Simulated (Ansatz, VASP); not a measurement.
## One calculation of SiNi, two programs

File INCAR:

```
SYSTEM = SiNi
ALGO = Normal
EDIFF = 1E-6
ENCUT = 520
GGA = PE
ISIF = 2
ISMEAR = 0
LASPH = .TRUE.
LCHARG = .FALSE.
LREAL = .FALSE.
LWAVE = .FALSE.
NBANDS = 54
NELM = 100
PREC = Accurate
SIGMA = 0.15
```

Contents of KPOINTS:

```
k-points
0
G
  15 14 4
  0 0 0
```

Contents of POSCAR:

```
SiNi
1.0
   -3.0552835563      0.0000000000      0.0000000000
    0.0000000000     -3.2583147307      0.0000000000
    0.0000000000      0.0000000000     14.1281698886
Si Ni
6 6
Direct
    0.5000000000      0.5000000000      0.2810609083
    0.5000000000      0.5000000000      0.6143942417
    0.5000000000      0.5000000000      0.9477275750
    0.0000000000      0.0000000000      0.0522724250
    0.0000000000      0.0000000000      0.3856057583
    0.0000000000      0.0000000000      0.7189390917
    0.5000000000      0.5000000000      0.1141019933
    0.5000000000      0.5000000000      0.4474353267
    0.5000000000      0.5000000000      0.7807686600
    0.0000000000      0.0000000000      0.2192313400
    0.0000000000      0.0000000000      0.5525646733
    0.0000000000      0.0000000000      0.8858980067
```

Input for Ansatz:

```yaml
crystal:
  lattice:
    - [-3.0552835563, 0.0, 0.0]
    - [0.0, -3.2583147307, 0.0]
    - [0.0, 0.0, 14.1281698886]
  atoms:
    - { symbol: Si, position: [0.5, 0.5, 0.2810609083] }
    - { symbol: Si, position: [0.5, 0.5, 0.6143942417] }
    - { symbol: Si, position: [0.5, 0.5, 0.947727575] }
    - { symbol: Si, position: [0.0, 0.0, 0.052272425] }
    - { symbol: Si, position: [0.0, 0.0, 0.3856057583] }
    - { symbol: Si, position: [0.0, 0.0, 0.7189390917] }
    - { symbol: Ni, position: [0.5, 0.5, 0.1141019933] }
    - { symbol: Ni, position: [0.5, 0.5, 0.4474353267] }
    - { symbol: Ni, position: [0.5, 0.5, 0.78076866] }
    - { symbol: Ni, position: [0.0, 0.0, 0.21923134] }
    - { symbol: Ni, position: [0.0, 0.0, 0.5525646733] }
    - { symbol: Ni, position: [0.0, 0.0, 0.8858980067] }
basis:
  ecutwfc: 420
kpoints:
  mp_grid: { grid: [15, 14, 4] }
hamiltonian:
  xc: pbe
scf:
  occupations: { method: gaussian, width: 0.15 }
output:
  forces: true
  stress: true
  eigenvalues: true
```

Alike in both runs: task single point; functional PBE; k mesh 15 × 14 × 4; occupations gaussian, width 0.15 eV; no spin polarisation.

```csv
,VASP,Ansatz
version,VASP 6.6.1,Ansatz 0.2.0
potentials or method,"VASP PAW PBE potentials, release 64 (Si, Ni), cutoff 520 eV","scalar-relativistic, plane waves, PAW"
valence electrons in the cell,84,132
```

```csv
,VASP,Ansatz,Ansatz less VASP
gap on the k mesh at the Fermi level (eV),none,none,-
pressure (GPa),0.1,0.0,-0.12
"traceless stress, the component that is largest in VASP (GPa)",-0.48,-0.38,+0.107
rms of the force components (eV/Å),0.006,0.006,+0.0007
```

Atom by atom the forces differ by 0.004 eV/Å (rms over components). A gap of «none» marks a metal or a gap that the smearing closes. VASP's potentials hold 84 valence electrons a cell and Ansatz's 132, so a difference there can come from the potentials and not from the codes.
